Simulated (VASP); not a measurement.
A run of VASP 6.6.1:

File POSCAR:

```
MgB2
1.0
    3.0850000000      0.0000000000      0.0000000000
   -1.5425000000      2.6716883707      0.0000000000
    0.0000000000      0.0000000000      3.5230000000
Mg B
1 2
Direct
    0.0000000000      0.0000000000      0.0000000000
    0.6666666667      0.3333333333      0.5000000000
    0.3333333333      0.6666666667      0.5000000000
```

INCAR.step1

```
SYSTEM = MgB2
PREC     = Accurate       ! precision mode
ENCUT    = 520            ! plane-wave cutoff, eV
EDIFF    = 1E-5           ! SCF threshold, eV
ISMEAR   = -1             ! smearing method
SIGMA    = 0.05           ! smearing width, eV
LREAL    = .False.        ! projectors in reciprocal space
LASPH    = .True.         ! aspherical terms in the spheres
NELM     = 80             ! most SCF steps
ALGO     = Normal         ! electronic algorithm
ISIF     = 2              ! what is computed and relaxed
LWAVE    = .True.         ! write WAVECAR
GGA      = PE             ! functional
NBANDS   = 11             ! bands
```

The input INCAR.step2:

```
SYSTEM = MgB2
PREC     = Accurate       ! precision mode
ENCUT    = 520            ! plane-wave cutoff, eV
EDIFF    = 1E-7           ! SCF threshold, eV
ISMEAR   = -1             ! smearing method
SIGMA    = 0.05           ! smearing width, eV
LREAL    = .False.        ! projectors in reciprocal space
LASPH    = .True.         ! aspherical terms in the spheres
NELM     = 80             ! most SCF steps
ALGO     = Normal         ! electronic algorithm
ISIF     = 2              ! what is computed and relaxed
LWAVE    = .False.        ! write WAVECAR
LCHARG   = .True.         ! write CHGCAR
GGA      = PE             ! functional
LHFCALC  = .True.         ! exact exchange
AEXX     = 0.15           ! exact-exchange fraction
PRECFOCK = Normal       
LELF     = .True.         ! ELF
LVHAR    = .True.       
ISTART   = 1            
NBANDS   = 11             ! bands
```

KPOINTS

```
regular mesh
0
Gamma
  6 6 4
  0 0 0
```

Potentials or basis: VASP PAW PBE potentials, release 64 (Mg, B).

The run is started by

```sh
$ cat potpaw_PBE.64/Mg/POTCAR potpaw_PBE.64/B/POTCAR > POTCAR
$ cp INCAR.step1 INCAR
$ mpirun -np 1 vasp_std > vasp.out
$ cp INCAR.step2 INCAR
$ mpirun -np 1 vasp_std > vasp.out
```

Hardware: 1 thread of AMD EPYC 7R43 64-Core Processor (Zen 3), on a shared host.

Q: Estimate the wall time of this run.

A: Run time: 8 min on 1 thread of AMD EPYC 7R43 64-Core Processor (Zen 3) (shared host), peak memory 0.12 GiB. Counts: k points 21.
